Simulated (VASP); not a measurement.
## SrRh: single point with PBE

SrRh:

```
CELL_PARAMETERS angstrom
1.73187 -2.48779 0.00000
1.73187 2.48779 0.00000
0.00000 0.00000 4.78789
ATOMIC_POSITIONS crystal
Sr 0.00000 0.00000 0.00000
Rh 0.50000 0.50000 0.50000
```

```
Program             : VASP 6.6.1
Task                : single point
Functional          : PBE
Potentials or basis : VASP PAW PBE potentials, release 64 (Sr_sv, Rh_pv)
Cutoff              : 520 eV
k mesh              : 8 × 8 × 5
Occupations         : methfessel-paxton, width 0.1 eV
Spin                : non-collinear spin, zero start, spin-orbit coupling
Starting moments    : [[0.0, 0.0, 0.0], [0.0, 0.0, 0.0]] μB
```

* Pressure: 6.1 GPa
* Net moment: 0.00 μB per cell
* Valence electrons inside the program's atomic spheres: Sr 8.28; Rh 13.73

Stress tensor (GPa, compression positive):
```
11.74  0.00  0.00
 0.00 10.81  0.00
 0.00  0.00 -4.23
```

Moments on the atoms (μB; x, y, z):
```
Sr  0.00 0.00 0.00
Rh  0.00 0.00 0.00
```

Run time: 8.4 min on 1 thread of AMD EPYC 7R43 64-Core Processor (Zen 3) (shared host), peak memory 0.29 GiB.

Caveat: the cell stands under pressure.
